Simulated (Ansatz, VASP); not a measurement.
# N: VASP beside Ansatz

```
CELL_PARAMETERS angstrom
9.00000 0.00000 0.00000
0.00000 9.50000 0.00000
0.00000 0.00000 10.00000
ATOMIC_POSITIONS crystal
N 0.50000 0.50000 0.44500
N 0.50000 0.50000 0.55500
```

Alike in both runs: functional PBEsol; k mesh 1 × 1 × 1; occupations fermi-dirac, width 0.02 eV; no spin polarisation.

Ansatz relaxed the structure, and its values are those at the end. VASP's run is a single point on that final structure, the one shown.

|  | VASP | Ansatz |
| --- | --- | --- |
| version | VASP 6.6.1 | Ansatz 0.2.0 |
| potentials or method | VASP PAW PBE potentials, release 64 (N_h), cutoff 1000 eV | plane waves, PAW |
| valence electrons in the cell | 10 | 10 |

Ansatz gave:

| Quantity | Value |
| --- | --- |
| rms of the force components (eV/Å) | 0.002 |

Problem. Which values does VASP return?

Solution. rms of the force components (eV/Å): 0.117.

VASP's potentials were made for PBE, not for PBEsol. Ansatz's warnings: stress scf threshold loose.
